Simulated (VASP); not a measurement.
# Al (Im-3m) in VASP: a series of runs

Al is run at these levels: PBEsol; tasks: single point, relaxation of cell and atoms.

All numbers are computed with VASP 6.6.1; they aren't measurements. Logs are shortened: lines on timing, memory, paths and dates and some standing lists are left out, and cuts for length are marked.

### 1 The cell of the first run

It takes space group Im-3m (No. 229, cubic). Conventional cell: a = 3.213 Å, b = 3.213 Å, c = 3.213 Å, α = 90.00°, β = 90.00°, γ = 90.00°. Al (site symmetry m-3m) has 14 Al at 2.78 to 3.21 Å within 3.7 Å.

This isn't the form of Al at room conditions, which is fcc.

### 2 Single point, PBEsol

File INCAR:

```
SYSTEM = Al
  PREC = Accurate
  ENCUT = 500
  EDIFF = 1E-6
  ISMEAR = -1
  SIGMA = 0.1
  LREAL = .FALSE.
  LASPH = .TRUE.
  NELM = 120
  ALGO = Normal
  ISIF = 2
  LWAVE = .FALSE.
  LCHARG = .FALSE.
  GGA = PS
  NBANDS = 8
  GGA_COMPAT = .FALSE.
```

File KPOINTS:

```
regular mesh
0
G
  9 9 9
  0 0 0
```

File POSCAR:

```
Al
1.0
   -1.6064512225      1.6064512225      1.6064512225
    1.6064512225     -1.6064512225      1.6064512225
    1.6064512225      1.6064512225     -1.6064512225
Al
1
Direct
    0.0000000000      0.0000000000      0.0000000000
```

Potentials or basis: VASP PAW PBE potentials, release 64 (Al).

Run with:

```sh
$ cat potpaw_PBE.64/Al/POTCAR > POTCAR
$ mpirun -np 1 vasp_std > vasp.out
```

OUTCAR:

```text
SYSTEM = Al
   PREC = Accurate
   ENCUT = 500
   EDIFF = 1E-6
   ISMEAR = -1
   LREAL = .FALSE.
   LASPH = .TRUE.
   NELM = 120
   ISIF = 2
   GGA = PS

 ion  position               nearest neighbor table
   1  0.000  0.000  0.000-

  LATTYP: Found a body centered cubic cell.
 ALAT       =     3.2129024450

  Lattice vectors:

 A1 = (  -1.6064512225,   1.6064512225,   1.6064512225)
 A2 = (   1.6064512225,  -1.6064512225,   1.6064512225)
 A3 = (   1.6064512225,   1.6064512225,  -1.6064512225)

Analysis of symmetry for initial positions (statically):
=====================================================================
 Subroutine PRICEL returns:
 Original cell was already a primitive cell.

 Routine SETGRP: Setting up the symmetry group for a
 body centered cubic supercell.

 Subroutine GETGRP returns: Found 48 space group operations
 (whereof 48 operations were pure point group operations)
 out of a pool of 48 trial point group operations.

The static configuration has the point symmetry O_h .

Analysis of symmetry for dynamics (positions and initial velocities):
=====================================================================
 Subroutine PRICEL returns:
 Original cell was already a primitive cell.

 Routine SETGRP: Setting up the symmetry group for a
 body centered cubic supercell.

 Subroutine GETGRP returns: Found 48 space group operations
 (whereof 48 operations were pure point group operations)
 out of a pool of 48 trial point group operations.

The dynamic configuration has the point symmetry O_h .

 Subroutine INISYM returns: Found 48 space group operations
 (whereof 48 operations are pure point group operations),
 and found     1 'primitive' translations

----------------------------------------------------------------------------------------

                                     Primitive cell

  volume of cell :      16.5830

  direct lattice vectors                    reciprocal lattice vectors
    -1.606451223  1.606451223  1.606451223     0.000000000  0.311245056  0.311245056
     1.606451223 -1.606451223  1.606451223     0.311245056  0.000000000  0.311245056
     1.606451223  1.606451223 -1.606451223     0.311245056  0.311245056  0.000000000

  length of vectors
     2.782455137  2.782455137  2.782455137     0.440166979  0.440166979  0.440166979

  position of ions in fractional coordinates (direct lattice)
     0.000000000  0.000000000  0.000000000

  ion indices of the primitive-cell ions
   primitive index   ion index
                 1           1

----------------------------------------------------------------------------------------

 KPOINTS: regular mesh

Automatic generation of k-mesh.
 Grid dimensions read from file:
 generate k-points for:    9    9    9

 Generating k-lattice:

  Cartesian coordinates                     Fractional coordinates (reciprocal lattice)
     0.000000000  0.034582784  0.034582784     0.111111111  0.000000000  0.000000000
     0.034582784  0.000000000  0.034582784     0.000000000  0.111111111  0.000000000
     0.034582784  0.034582784  0.000000000     0.000000000  0.000000000  0.111111111

  Length of vectors
     0.048907442  0.048907442  0.048907442

  Shift w.r.t. Gamma in fractional coordinates (k-lattice)
     0.000000000  0.000000000  0.000000000

 Subroutine IBZKPT returns following result:
 ===========================================

 Found     35 irreducible k-points:

 Following reciprocal coordinates:
            Coordinates               Weight
  0.000000  0.000000  0.000000      1.000000
  0.111111  0.000000  0.000000     12.000000
  0.222222  0.000000  0.000000     12.000000
  0.333333  0.000000  0.000000     12.000000
  0.444444  0.000000  0.000000     12.000000
  0.111111  0.111111  0.000000     24.000000
[... 16 lines left out ...]
 -0.333333  0.444444  0.111111     48.000000
 -0.444444 -0.444444  0.111111     24.000000
 [... further k-points ...]
   k-points           NKPTS =     35   k-points in BZ     NKDIM =     35   number of bands    NBANDS=      8
   number of dos      NEDOS =    301   number of ions     NIONS =      1
   total plane-waves  NPLWV =   8000
   dimension x,y,z NGX =    20 NGY =   20 NGZ =   20
   dimension x,y,z NGXF=    40 NGYF=   40 NGZF=   40
   ions per type =               1
   NGX,Y,Z   is equivalent  to a cutoff of  11.95, 11.95, 11.95 a.u.
   NGXF,Y,Z  is equivalent  to a cutoff of  23.90, 23.90, 23.90 a.u.
 SYSTEM =  Al
   PREC   = accura    normal or accurate (medium, high low for compatibility)
   ISTART =      0    job   : 0-new  1-cont  2-samecut
   ICHARG =      2    charge: 1-file 2-atom 10-const
   ISPIN  =      1    spin polarized calculation?
   LNONCOLLINEAR =      F non collinear calculations
   LSORBIT =      F    spin-orbit coupling
   LASPH  =      T    aspherical Exc in radial PAW
   ENCUT  =  500.0 eV  36.75 Ry    6.06 a.u.   5.07  5.07  5.07*2*pi/ulx,y,z
   NELM   =    120;   NELMIN=  2; NELMDL= -5     # of ELM steps
   EDIFF  = 0.1E-05   stopping-criterion for ELM
   LREAL  =      F    real-space projection
   EDIFFG = 0.1E-04   stopping-criterion for IOM
   NSW    =      0    number of steps for IOM
   IBRION =     -1    ionic relax: 0-MD 1-quasi-New 2-CG
   NFREE  =      0    steps in history (QN), initial steepest desc. (CG)
   ISIF   =      2    stress and relaxation
   ISYM   =      2    0-nonsym 1-usesym 2-fastsym
   POTIM  = 0.5000    time-step for ionic-motion
   TEBEG  =    0.0;   TEEND  =   0.0 temperature during run
   PSTRESS=    0.0 pullay stress
   NELECT =       3.0000    total number of electrons
   NUPDOWN=      -1.0000    fix difference up-down
   EMIN   =  10.00;   EMAX   =-10.00  energy-range for DOS
   EFERMI =   0.00;   METHOD = LEGACY
   ISMEAR =    -1;   SIGMA  =   0.10  broadening in eV -4-tet -1-fermi 0-gaus
   EFERMI_NEDOS =   21; number of points for ismear=-14 and -15
   IALGO  =     38    algorithm
   IMIX   =      4    mixing-type and parameters
     AMIX     =   0.40;   BMIX     =  1.00
     AMIX_MAG =   1.60;   BMIX_MAG =  1.00
  volume/ion in A,a.u.               =      16.58       111.91
  Fermi-wavevector in a.u.,A,eV,Ry     =   0.925894  1.749685 11.663986  0.857279
  Thomas-Fermi vector in A             =   2.051797
   LORBIT       =      0    0 simple, 1 ext, 2 COOP (PROOUT), +10 PAW based schemes
   GGA     = PS    functional components
   LHFCALC =     F    Hartree Fock is set to
   AEXX    =    0.0000 exact exchange contribution
   IVDW    =     0    specifies the selected vdW correction
   LEPSILON=     F    determine dielectric tensor
   LRPA    =     F    only Hartree local field effects (RPA)
 non-spin polarized calculation
  energy-cutoff  :      500.00
  volume of cell :       16.58
 maximum number of plane-waves:       432
   NGX = 11   NGY = 11   NGZ = 11

 number of electron       3.0000000 magnetization

 Free energy of the ion-electron system (eV)
  ---------------------------------------------------
  ext. energy  EPLUGINS =         0.00000000
  ---------------------------------------------------
  free energy    TOTEN  =        -3.99528357 eV

  energy without entropy =       -3.97952745  energy(sigma->0) =       -3.98740551

 E-fermi :   7.9383     XC(G=0): -10.2424

 val. band max:        7.7900595281   @ k =   0.2222   0.2222   0.2222
 cond. band min:       8.0695154030   @ k =  -0.3333   0.4444   0.1111
 fundamental gap:      0.2794558749
 Fermi energy:         7.9383486903

 k-point     1 :       0.0000    0.0000    0.0000
  band No.  band energies     occupation
      1      -3.1928      2.00000
      2      21.1106      0.00000
      3      21.1106      0.00000
      4      21.1106      0.00000
      5      22.5037      0.00000
      6      22.5037      0.00000
      7      22.5037      0.00000
      8      24.1453      0.00000

 k-point     2 :       0.1111    0.0000    0.0000
  band No.  band energies     occupation
      1      -2.8390      2.00000
      2      17.8243      0.00000
      3      19.4186      0.00000
      4      19.9294      0.00000
      5      21.3368      0.00000
      6      22.4321      0.00000
      7      23.6903      0.00000
      8      24.3170      0.00000

 k-point     3 :       0.2222    0.0000    0.0000
  band No.  band energies     occupation
      1      -1.7829      2.00000
      2      13.2735      0.00000
      3      17.7553      0.00000
      4      18.1844      0.00000
      5      19.6938      0.00000
      6      21.0038      0.00000
      7      25.1108      0.00000
      8      25.1182      0.00000

 k-point     4 :       0.3333    0.0000    0.0000
  band No.  band energies     occupation
      1      -0.0399      2.00000
      2       9.0803      0.00002
      3      16.6400      0.00000
      4      16.8923      0.00000
      5      18.5086      0.00000
      6      19.9262      0.00000
      7      26.4450      0.00000
      8      26.9792      0.00000

 k-point     5 :       0.4444    0.0000    0.0000
  band No.  band energies     occupation
      1       2.3601      2.00000
      2       5.4408      2.00000
      3      16.0838      0.00000
      4      16.2272      0.00000
      5      17.9048      0.00000
      6      19.3411      0.00000
      7      28.0722      0.00000
      8      29.1606      0.00000
[... 177 lines left out ...]
 k-point    22 :      -0.4444    0.4444    0.1111
  band No.  band energies     occupation
      1       2.6996      2.00000
      2       5.7743      2.00000
      3      13.6467      0.00000
      4      15.9556      0.00000
      5      19.3008      0.00000
      6      21.2478      0.00000
      7      24.1107      0.00000
      8      26.8722      0.00000

 k-point    23 :      -0.3333    0.4444    0.1111
  band No.  band energies     occupation
      1       2.0230      2.00000
      2       8.0695      0.42442
      3      11.0192      0.00000
      4      17.2107      0.00000
      5      19.2994      0.00000
      6      20.4545      0.00000
      7      24.6947      0.00000
      8      27.1127      0.00000

 k-point    24 :      -0.4444   -0.4444    0.1111
  band No.  band energies     occupation
      1       4.5022      2.00000
      2       4.9890      2.00000
      3      10.6891      0.00000
      4      16.9080      0.00000
      5      19.2758      0.00000
      6      22.3577      0.00000
      7      22.4474      0.00000
      8      26.6265      0.00000

 [... further k-points ...]

------------------------ aborting loop because EDIFF is reached ----------------------------------------

  FORCE on cell =-STRESS in cart. coord.  units (eV):
  Direction    XX          YY          ZZ          XY          YZ          ZX
  --------------------------------------------------------------------------------------
  -------------------------------------------------------------------------------------
  Total        0.0053523      0.0053523      0.0053523     -0.0000000      0.0000000     -0.0000000
  in kB        0.5171193      0.5171193      0.5171193     -0.0000000      0.0000000     -0.0000000
  external PRESSURE =       0.5171193 kB  Pullay stress =       0.0000000 kB

 VOLUME and BASIS-vectors are now :
 -----------------------------------------------------------------------------
  energy-cutoff  :      500.00
  volume of cell :       16.58
      direct lattice vectors                 reciprocal lattice vectors
    -1.606451223  1.606451223  1.606451223     0.000000000  0.311245056  0.311245056
     1.606451223 -1.606451223  1.606451223     0.311245056  0.000000000  0.311245056
     1.606451223  1.606451223 -1.606451223     0.311245056  0.311245056  0.000000000

 POSITION                                       TOTAL-FORCE (eV/Angst)
 -----------------------------------------------------------------------------------
      0.00000      0.00000      0.00000         0.000000      0.000000      0.000000
 -----------------------------------------------------------------------------------
    total drift:                                0.000000      0.000000      0.000000

  FREE ENERGIE OF THE ION-ELECTRON SYSTEM (eV)
  ---------------------------------------------------
  free  energy   TOTEN  =        -3.9952835738 eV

  energy  without entropy=       -3.9795274501  energy(sigma->0) =       -3.98740551
```

It took 1.7 s on 1 thread of Intel Xeon 6975P-C (Granite Rapids), shared host; peak memory 0.11 GiB.

What came out:

| Property | Result |
| --- | --- |
| Free energy | -3.9953 eV |
| Pressure | 0.1 GPa |
| Band gap on the k mesh | zero (an odd number of electrons rules out a gap without spin polarisation) |

Caveat: the PAW data sets were made with another functional, which shifts forces and pressure a little.

### 3 Relaxation of cell and atoms, PBEsol

This run uses another cell than the first one, of 16.54 Å³/atom.

File INCAR:

```
PREC     = Accurate       # precision mode
ENCUT    = 500            # plane-wave cutoff, eV
EDIFF    = 1E-7           # SCF threshold, eV
ISMEAR   = -1             # smearing method
SIGMA    = 0.1            # smearing width, eV
LREAL    = False          # projectors in reciprocal space
LASPH    = True           # aspherical terms in the spheres
NELM     = 120            # most SCF steps
ALGO     = Normal         # electronic algorithm
ISIF     = 3              # what is computed and relaxed
LWAVE    = False          # write WAVECAR
LCHARG   = False          # write CHGCAR
GGA      = PS             # functional
IBRION   = 2              # ionic algorithm
NSW      = 80             # ionic steps
EDIFFG   = -0.01          # ionic threshold
GGA_COMPAT= False        
NELMIN   = 4
```

File KPOINTS:

```
regular mesh
0
Gamma
  9 9 9
```

File POSCAR:

```
Al
1.0
   -1.6050000000      1.6050000000      1.6050000000
    1.6050000000     -1.6050000000      1.6050000000
    1.6050000000      1.6050000000     -1.6050000000
Al
1
Direct
    0.0000000000      0.0000000000      0.0000000000
```

Potentials or basis: VASP PAW PBE potentials, release 64 (Al).

Run with:

```sh
$ cat potpaw_PBE.64/Al/POTCAR > POTCAR
$ mpirun -np 1 vasp_std > vasp.out
```

OUTCAR:

```text
PREC = Accurate
   ENCUT = 500
   EDIFF = 1E-7
   ISMEAR = -1
   LREAL = False
   LASPH = True
   NELM = 120
   ISIF = 3
   GGA = PS
   IBRION = 2
   NSW = 80
   EDIFFG = -0.01
   NELMIN = 4

 ion  position               nearest neighbor table
   1  0.000  0.000  0.000-

  LATTYP: Found a body centered cubic cell.
 ALAT       =     3.2100000000

  Lattice vectors:

 A1 = (  -1.6050000000,   1.6050000000,   1.6050000000)
 A2 = (   1.6050000000,  -1.6050000000,   1.6050000000)
 A3 = (   1.6050000000,   1.6050000000,  -1.6050000000)

Analysis of symmetry for initial positions (statically):
=====================================================================
 Subroutine PRICEL returns:
 Original cell was already a primitive cell.

 Routine SETGRP: Setting up the symmetry group for a
 body centered cubic supercell.

 Subroutine GETGRP returns: Found 48 space group operations
 (whereof 48 operations were pure point group operations)
 out of a pool of 48 trial point group operations.

The static configuration has the point symmetry O_h .

[... 199 lines left out ...]
  free energy    TOTEN  =        -3.99528279 eV

  energy without entropy =       -3.97952412  energy(sigma->0) =       -3.98740346

 E-fermi :   7.9274     XC(G=0): -10.2386

 val. band max:        7.7805520305   @ k =   0.2222   0.2222   0.2222
 cond. band min:       8.0585300772   @ k =  -0.3333   0.4444   0.1111
 fundamental gap:      0.2779780467
 Fermi energy:         7.9273667478

 k-point     1 :       0.0000    0.0000    0.0000
  band No.  band energies     occupation
      1      -3.1965      2.00000
      2      21.0934      0.00000
      3      21.0934      0.00000
      4      21.0934      0.00000
      5      22.4776      0.00000
[... 177 lines left out ...]
 k-point    24 :      -0.4444   -0.4444    0.1111
  band No.  band energies     occupation
      1       4.4947      2.00000
      2       4.9787      2.00000
      3      10.6760      0.00000
      4      16.8907      0.00000
      5      19.2574      0.00000

 [... further k-points ...]

------------------------ aborting loop because EDIFF is reached ----------------------------------------

  FORCE on cell =-STRESS in cart. coord.  units (eV):
  Direction    XX          YY          ZZ          XY          YZ          ZX
  --------------------------------------------------------------------------------------
  -------------------------------------------------------------------------------------
  Total       -0.0025850     -0.0025850     -0.0025850     -0.0000000     -0.0000000     -0.0000000
  in kB       -0.2494921     -0.2494921     -0.2494921     -0.0000000     -0.0000000     -0.0000000
  external PRESSURE =      -0.2494921 kB  Pullay stress =       0.0000000 kB

 VOLUME and BASIS-vectors are now :
 -----------------------------------------------------------------------------
  energy-cutoff  :      500.00
  volume of cell :       16.60
      direct lattice vectors                 reciprocal lattice vectors
    -1.607010061  1.607010061  1.607010061     0.000000000  0.311136820  0.311136820
     1.607010061 -1.607010061  1.607010061     0.311136820  0.000000000  0.311136820
     1.607010061  1.607010061 -1.607010061     0.311136820  0.311136820  0.000000000

 POSITION                                       TOTAL-FORCE (eV/Angst)
 -----------------------------------------------------------------------------------
      1.60701     -1.60701      1.60701        -0.000000     -0.000000     -0.000000
 -----------------------------------------------------------------------------------
    total drift:                                0.000000      0.000000     -0.000000

  FREE ENERGIE OF THE ION-ELECTRON SYSTEM (eV)
  ---------------------------------------------------
  free  energy   TOTEN  =        -3.9952827900 eV

  energy  without entropy=       -3.9795241219  energy(sigma->0) =       -3.98740346

 reached required accuracy - stopping structural energy minimisation
```

CONTCAR:

```text
Al
   1.00000000000000
    -1.6070100614570177    1.6070100614570177    1.6070100614570177
     1.6070100614570177   -1.6070100614570177    1.6070100614570177
     1.6070100614570177    1.6070100614570177   -1.6070100614570177
  Al
     1
Direct
     0.0000000000000000    1.0000000000000000    0.0000000000000000

  0.00000000E+00  0.00000000E+00  0.00000000E+00
```

It took 2.3 s on 1 thread of Intel Xeon 6975P-C (Granite Rapids), shared host; peak memory 0.11 GiB.

Results:

* Free energy: -3.9953 eV
* Relaxed volume: 16.60 Å³/atom
* Relaxed cell: a = 2.783 Å, b = 2.783 Å, c = 2.783 Å, α = 109.47°, β = 109.47°, γ = 109.47°
* Space group after relaxing (to 0.1 Å): Im-3m (No. 229)
* Energy gained by relaxing: 0.0 meV/atom
* Ionic steps: 2
* Pressure after relaxing: 0.0 GPa
* Band gap on the k mesh: zero (an odd number of electrons rules out a gap without spin polarisation)

Final structure:
```cif
data_structure
_symmetry_space_group_name_H-M 'P 1'
_symmetry_Int_Tables_number 1
_cell_length_a 2.7834
_cell_length_b 2.7834
_cell_length_c 2.7834
_cell_angle_alpha 109.471
_cell_angle_beta 109.471
_cell_angle_gamma 109.471
_cell_volume 16.60
loop_
_atom_site_label
_atom_site_type_symbol
_atom_site_fract_x
_atom_site_fract_y
_atom_site_fract_z
_atom_site_occupancy
Al1 Al 0.00000 0.00000 0.00000 1
```

Levels at points of the mesh, in eV from the Fermi level:
```
           k point  band 1  band 2  band 3  band 4  band 5
(0.00, 0.00, 0.00)  -11.12   13.17   13.17   13.17   14.55
```

Caveat: the PAW data sets were made with another functional, which shifts forces and pressure a little.

(Part 1 of 2 ends here.)
